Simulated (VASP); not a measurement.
Crystal: Hf.

```
Hf
1.0
     0.00000    2.22000    2.22000
     2.22000    0.00000    2.22000
     2.22000    2.22000    0.00000
Hf
1
Direct
  0.00000 0.00000 0.00000
```

This isn't the form of Hf at room conditions, which is hcp.

```yaml
Program: VASP 6.6.1
Task: relaxation of cell and atoms
Functional: HSE06
Potentials_or_basis: VASP PAW PBE potentials, release 64 (Hf_pv)
Cutoff: 600 eV
k_mesh: 5 × 5 × 5
Occupations: fermi-dirac, width 0.05 eV
Spin: no spin polarisation
```

At the start: pressure 2.2 GPa; volume 21.88 Å³/atom.

Where does the relaxation end?

Over 4 steps the energy falls by 2.9 meV/atom and the volume is 22.30 Å³/atom (+1.9 %); space group Fm-3m (No. 225, to 0.1 Å) before and after.

The path:
```csv
step,energy change (eV),largest force (eV/Å),pressure (GPa),volume (Å³)
1,0.0000,0.0000,2.22,21.88
2,0.0014,0.0000,-2.47,22.86
3,-0.0029,0.0000,-0.08,22.31
4,-0.0029,0.0000,0.02,22.30
```

Final structure:
```
CELL_PARAMETERS angstrom
0.00000 2.23400 2.23400
2.23400 0.00000 2.23400
2.23400 2.23400 0.00000
ATOMIC_POSITIONS crystal
Hf 0.00000 0.00000 0.00000
```

Caveat: the k points lie up to 0.49 Å⁻¹ apart in the final cell, too coarse for converged energies and pressures of a metal; the PAW data sets were made with another functional, which shifts forces and pressure a little.
